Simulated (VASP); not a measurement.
Write the native input for VASP 6.6.1 that does the following.

| Item | Value |
| --- | --- |
| Task | single point |
| Functional | LDA |
| Potentials or basis | VASP PAW LDA potentials, release 64 (Al) |
| Cutoff | 520 eV |
| k mesh | 16 × 16 × 16 |
| Occupations | fermi-dirac, width 0.08 eV |
| Spin | no spin polarisation |
| Dipole correction | no |
| Further INCAR settings | ALGO = Normal; EDIFF = 1e-06; NBANDS = 8 |

The structure of Al lies in POSCAR:

```
Al
1.0
    0.0000000000      1.5032204881      1.5032204881
    1.5032204881      0.0000000000      1.5032204881
    1.5032204881      1.5032204881      0.0000000000
Al
1
Direct
    0.0000000000      0.0000000000      0.0000000000
```

This cell differs from its parent crystal: volume scaled by 0.43.

The input as run:

INCAR

```
SYSTEM = Al
PREC     = Accurate       ! precision mode
ENCUT    = 520            ! plane-wave cutoff, eV
EDIFF    = 1E-6           ! SCF threshold, eV
ISMEAR   = -1             ! smearing method
SIGMA    = 0.08           ! smearing width, eV
LREAL    = .False.        ! projectors in reciprocal space
LASPH    = .True.         ! aspherical terms in the spheres
NELM     = 60             ! most SCF steps
ALGO     = Normal         ! electronic algorithm
ISIF     = 2              ! what is computed and relaxed
LWAVE    = .False.        ! write WAVECAR
LCHARG   = .False.        ! write CHGCAR
GGA      = CA             ! functional
NBANDS   = 8              ! bands
```

KPOINTS

```
regular mesh
0
Gamma
  16 16 16
  0 0 0
```

Potentials or basis: VASP PAW LDA potentials, release 64 (Al).

Launch:

```sh
$ cat potpaw_LDA.64/Al/POTCAR > POTCAR
$ mpirun -np 1 vasp_std > vasp.out
```

Results of the run:

```json
{
  "Pressure": "414.5 GPa"
}
```

Run time: 1.9 s on 1 thread of Intel(R) Xeon(R) 6975P-C (Granite Rapids), with other jobs on the host, peak memory 0.11 GiB.
